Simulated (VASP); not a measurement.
# MgB2 (P6/mmm) in VASP: further runs, part 2 of 2

VASP 6.6.1. The steps go on from the part before.

## 3. Relaxation of shape and atoms at fixed volume, PBE (volume scaled by 0.91)

The input, INCAR:

```
SYSTEM = MgB2
PREC = Accurate
ENCUT = 600
EDIFF = 1E-7
ISMEAR = 0
SIGMA = 0.1
LREAL = .FALSE.
LASPH = .TRUE.
NELM = 60
ALGO = Normal
ISIF = 4
LWAVE = .FALSE.
LCHARG = .FALSE.
GGA = PE
IBRION = 2
NSW = 50
EDIFFG = -0.01
```

The input, KPOINTS:

```
Automatic mesh
0
G
  15 15 12
  0 0 0
```

The input, POSCAR:

```
MgB2
1.0
    2.9918062454      0.0000000000      0.0000000000
   -1.4959031227      2.5909802117      0.0000000000
    0.0000000000      0.0000000000      3.3907191370
Mg B
1 2
Direct
    0.0000000000      0.0000000000      0.0000000000
    0.3333333333      0.6666666667      0.5000000000
    0.6666666667      0.3333333333      0.5000000000
```

Potentials or basis: VASP PAW PBE potentials, release 64 (Mg, B).

Started as:

```console
$ cat potpaw_PBE.64/Mg/POTCAR potpaw_PBE.64/B/POTCAR > POTCAR
$ mpirun -np 1 vasp_std > vasp.out
```

Run time: 33 s. Hardware: 1 thread of Intel Xeon 6975P-C (Granite Rapids), shared host; peak memory 0.18 GiB.

It converged, with:

- Free energy: -15.2098 eV
- Energy gained by relaxing: 0.4 meV/atom
- Ionic steps: 3
- Pressure after relaxing: 15.7 GPa
- Band gap on the k mesh: zero (band 4 reaches 7.96 eV, above the bottom of band 5 at 3.77 eV)

The path:
| step | energy change (eV) | largest force (eV/Å) | pressure (GPa) | volume (Å³) |
| --- | --- | --- | --- | --- |
| 1 | 0.0000 | 0.0000 | 16.12 | 26.28 |
| 2 | -0.0010 | 0.0000 | 15.85 | 26.28 |
| 3 | -0.0011 | 0.0000 | 15.73 | 26.28 |

Final structure:
```yaml
crystal:
  lattice:
    - [3.00078, 0.00000, 0.00000]
    - [-1.50039, 2.59876, 0.00000]
    - [0.00000, 0.00000, 3.37046]
  atoms:
    - { symbol: Mg, position: [0.00000, 0.00000, 0.00000] }
    - { symbol: B, position: [0.33333, 0.66667, 0.50000] }
    - { symbol: B, position: [0.66667, 0.33333, 0.50000] }
```

Levels at points of the mesh, in eV from the Fermi level:
```tsv
k point	band 1	band 2	band 3	band 4	band 5	band 6	band 7	band 8
(0.00, 0.00, 0.00)	-13.01	-2.95	0.34	0.34	2.18	6.57	6.57	8.89
(0.00, 0.00, 0.50)	-11.54	-7.86	0.80	0.80	6.87	6.87	8.36	11.16
```

Caveat: the cell differs from its parent crystal (volume scaled by 0.91).

## 4. Relaxation of shape and atoms at fixed volume, PBE (volume scaled by 0.94)

The input, INCAR:

```
PREC = Accurate
ENCUT = 600
EDIFF = 1E-6
ISMEAR = 0
SIGMA = 0.1
LREAL = False
LASPH = True
NELM = 80
ALGO = Normal
ISIF = 4
LWAVE = False
LCHARG = False
GGA = PE
IBRION = 2
NSW = 50
EDIFFG = -0.01
```

The input, KPOINTS:

```
regular mesh
0
Gamma
  15 15 12
```

The input, POSCAR:

```
MgB2
1.0
    3.0168408103      0.0000000000      0.0000000000
   -1.5084204052      2.6126607809      0.0000000000
    0.0000000000      0.0000000000      3.4446128616
Mg B
1 2
Direct
    0.0000000000      0.0000000000      0.0000000000
    0.3333333333      0.6666666667      0.5000000000
    0.6666666667      0.3333333333      0.5000000000
```

Potentials or basis: VASP PAW PBE potentials, release 64 (Mg, B).

Started as:

```console
$ cat potpaw_PBE.64/Mg/POTCAR potpaw_PBE.64/B/POTCAR > POTCAR
$ mpirun -np 1 vasp_std > vasp.out
```

OUTCAR:

```text
PREC = Accurate
   ENCUT = 600
   EDIFF = 1E-6
   ISMEAR = 0
   LREAL = False
   LASPH = True
   NELM = 80
   ISIF = 4
   GGA = PE
   IBRION = 2
   NSW = 50
   EDIFFG = -0.01

 ion  position               nearest neighbor table
   1  0.000  0.000  0.000-   2 2.45   3 2.45   2 2.45   3 2.45   3 2.45   3 2.45   2 2.45   2 2.45
                             3 2.45   3 2.45   2 2.45   2 2.45
   2  0.333  0.667  0.500-   3 1.74   3 1.74   3 1.74   1 2.45   1 2.45   1 2.45   1 2.45   1 2.45
                             1 2.45
   3  0.667  0.333  0.500-   2 1.74   2 1.74   2 1.74   1 2.45   1 2.45   1 2.45   1 2.45   1 2.45
                             1 2.45

  LATTYP: Found a hexagonal cell.
 ALAT       =     3.0168408103
 C/A-ratio  =     1.1417947045

  Lattice vectors:

 A1 = (   3.0168408103,   0.0000000000,   0.0000000000)
 A2 = (  -1.5084204052,   2.6126607809,   0.0000000000)
[... 269 lines left out ...]

 k-point     1 :       0.0000    0.0000    0.0000
  band No.  band energies     occupation
      1      -7.0743      2.00000
      2       2.7655      2.00000
      3       6.1043      0.00000
      4       6.1043      0.00000
      5       7.7107      0.00000
      6      12.2485      0.00000
      7      12.2485      0.00000
      8      14.4122      0.00000
[... 243 lines left out ...]
 k-point    24 :       0.4000    0.2000    0.0000
  band No.  band energies     occupation
      1      -2.5491      2.00000
      2      -1.9094      2.00000
      3       1.1412      2.00000
      4       6.5885      0.00000
      5       8.6376      0.00000
      6      11.8081      0.00000
      7      11.9179      0.00000
      8      14.5124      0.00000

 [... further k-points ...]

------------------------ aborting loop because EDIFF is reached ----------------------------------------

  FORCE on cell =-STRESS in cart. coord.  units (eV):
  Direction    XX          YY          ZZ          XY          YZ          ZX
  --------------------------------------------------------------------------------------
  -------------------------------------------------------------------------------------
  Total        1.6291963      1.6291963      1.6313106     -0.0000000     -0.0000000      0.0000000
  in kB       96.1408949     96.1408949     96.2656646     -0.0000000     -0.0000000      0.0000000
  external PRESSURE =      96.1824848 kB  Pullay stress =       0.0000000 kB
[... 18 lines left out ...]
  FREE ENERGIE OF THE ION-ELECTRON SYSTEM (eV)
  ---------------------------------------------------
  free  energy   TOTEN  =       -15.2783898285 eV

  energy  without entropy=      -15.2740315246  energy(sigma->0) =      -15.27621068

 reached required accuracy - stopping structural energy minimisation
```

CONTCAR:

```text
MgB2
   1.00000000000000
     3.0252772815183526   -0.0000000000022977    0.0000000000000000
    -1.5126386408113062    2.6199669792950799   -0.0000000000000000
     0.0000000000000000    0.0000000000000000    3.4254279375068193
  Mg              B
     1     2
Direct
     0.0000000000000000    1.0000000000000000    1.0000000000000000
     0.3333333332999970    0.6666666667000030    0.5000000000000000
     0.6666666667000030    0.3333333332999970    0.5000000000000000

  0.00000000E+00  0.00000000E+00  0.00000000E+00
  0.00000000E+00  0.00000000E+00  0.00000000E+00
  0.00000000E+00  0.00000000E+00  0.00000000E+00
```

Run time: 26 s. Hardware: 1 thread of Intel Xeon 6975P-C (Granite Rapids), shared host; peak memory 0.19 GiB.

Results:

```
Free energy               : -15.2784 eV
Energy gained by relaxing : 0.3 meV/atom
Ionic steps               : 3
Pressure after relaxing   : 9.6 GPa
Band gap on the k mesh    : zero (band 4 reaches 7.64 eV, above the bottom of band 5 at 3.61 eV)
```

The path:
| step | energy change (eV) | largest force (eV/Å) | pressure (GPa) | volume (Å³) |
| --- | --- | --- | --- | --- |
| 1 | 0.0000 | 0.0000 | 9.97 | 27.15 |
| 2 | -0.0010 | 0.0000 | 9.72 | 27.15 |
| 3 | -0.0010 | 0.0000 | 9.62 | 27.15 |

Final structure:
```
CELL_PARAMETERS angstrom
3.02528 0.00000 0.00000
-1.51264 2.61997 0.00000
0.00000 0.00000 3.42543
ATOMIC_POSITIONS crystal
Mg 0.00000 0.00000 0.00000
B 0.33333 0.66667 0.50000
B 0.66667 0.33333 0.50000
```

Caveat: the cell differs from its parent crystal (volume scaled by 0.94).

## 5. Relaxation of shape and atoms at fixed volume, PBE (volume scaled by 0.97)

The input, INCAR:

```
  ALGO = Normal
  EDIFF = 1E-7
  EDIFFG = -0.01
  ENCUT = 600
  GGA = PE
  IBRION = 2
  ISIF = 4
  ISMEAR = 0
  LASPH = True
  LCHARG = False
  LREAL = False
  LWAVE = False
  NELM = 60
  NSW = 50
  PREC = Accurate
  SIGMA = 0.1
```

The input, KPOINTS:

```
k-points
0
Gamma
  15 15 12
```

The input, POSCAR:

```
MgB2
1.0
    3.0418569582      0.0000000000      0.0000000000
   -1.5209284791      2.6343254005      0.0000000000
    0.0000000000      0.0000000000      3.4963227232
Mg B
1 2
Direct
    0.0000000000      0.0000000000      0.0000000000
    0.3333333333      0.6666666667      0.5000000000
    0.6666666667      0.3333333333      0.5000000000
```

Started as:

```console
$ cat potpaw_PBE.64/Mg/POTCAR potpaw_PBE.64/B/POTCAR > POTCAR
$ mpirun -np 1 vasp_std > vasp.out
```

Run time: 36 s. Hardware: 1 thread of Intel Xeon 6975P-C (Granite Rapids), shared host; peak memory 0.19 GiB.

The run converged. Its results:

* Free energy: -15.3162 eV
* Energy gained by relaxing: 0.3 meV/atom
* Ionic steps: 3
* Pressure after relaxing: 4.3 GPa
* Band gap on the k mesh: zero (band 4 reaches 7.35 eV, above the bottom of band 5 at 3.45 eV)

The path:
```
step  energy change (eV)  largest force (eV/Å)  pressure (GPa)  volume (Å³)
   1              0.0000                0.0000            4.63        28.02
   2             -0.0008                0.0000            4.39        28.02
   3             -0.0009                0.0000            4.32        28.02
```

Final structure:
```xyz
3
Lattice="3.0494 0.0000 0.0000 -1.5247 2.6409 0.0000 0.0000 0.0000 3.4790" Properties=species:S:1:pos:R:3 pbc="T T T"
Mg    0.0000    0.0000    3.4790
B     0.0000    1.7606    1.7395
B     1.5247    0.8803    1.7395
```

Levels at points of the mesh, in eV from the Fermi level:
```
           k point  band 1  band 2  band 3  band 4  band 5  band 6  band 7  band 8
(0.00, 0.00, 0.00)  -12.62   -2.99    0.39    0.39    1.77    6.45    6.45    8.46
(0.00, 0.00, 0.50)  -11.30   -7.58    0.78    0.78    6.77    6.77    8.16   10.30
```

Caveat: the cell differs from its parent crystal (volume scaled by 0.97).

## 6. The runs side by side

```csv
cell,gap on the mesh (eV),pressure (GPa)
"relaxed from a = 2.967, b = 2.967, c = 3.335 Å, angles 90.0, 90.0, 120.0°, 3 atoms",none,22.8
"relaxed from a = 2.992, b = 2.992, c = 3.391 Å, angles 90.0, 90.0, 120.0°, 3 atoms",none,15.7
"relaxed from a = 3.017, b = 3.017, c = 3.445 Å, angles 90.0, 90.0, 120.0°, 3 atoms",none,9.6
"relaxed from a = 3.042, b = 3.042, c = 3.496 Å, angles 90.0, 90.0, 120.0°, 3 atoms",none,4.3
```

Alike in all rows: task relaxation of shape and atoms at fixed volume; level PBE; potentials or basis VASP PAW PBE potentials, release 64 (Mg, B); no spin polarisation; k mesh 15 × 15 × 12; cutoff (eV) 600; smearing gaussian 0.1 eV.

Total energies depend on the potentials used, so only differences within one code and one set of settings carry meaning.
